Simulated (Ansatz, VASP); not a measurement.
Two plane-wave programs on CO2

```
C O
1.0
     4.42669    0.00000    0.00000
     0.00000    4.42669    0.00000
     0.00000    0.00000    4.80898
C O
2 4
Cartesian
  2.2133 2.2133 2.4045
  0.0000 0.0000 0.0000
  1.3867 3.0400 2.4045
  3.0400 1.3867 2.4045
  0.8267 0.8267 0.0000
  3.6000 3.6000 0.0000
```

Alike in both runs: task single point; functional PBE; dispersion D3(BJ); k mesh 6 × 6 × 6; occupations gaussian, width 0.05 eV; no spin polarisation.

|  | VASP | Ansatz |
| --- | --- | --- |
| version | VASP 6.6.1 | Ansatz 0.2.0 |
| potentials or method | VASP PAW PBE potentials, release 64 (C, O), cutoff 520 eV | scalar-relativistic, plane waves, PAW |
| valence electrons in the cell | 32 | 32 |

Ansatz gave:

* gap on the k mesh at the Fermi level (eV): 6.55
* least direct gap on the mesh (eV): 6.89
* pressure (GPa): 0.0
* traceless stress, the component that is largest in VASP (GPa): -0.02
* rms of the force components (eV/Å): 0.000

Problem. What did VASP give for the same quantities?

Solution. gap on the k mesh at the Fermi level (eV): 6.53; least direct gap on the mesh (eV): 6.87; pressure (GPa): 1.4; traceless stress, the component that is largest in VASP (GPa): -1.69; rms of the force components (eV/Å): 0.298.

Atom by atom the forces differ by 0.298 eV/Å (rms over components).

Noted on VASP's run: the standard files for N, O and F lose accuracy on very short bonds.
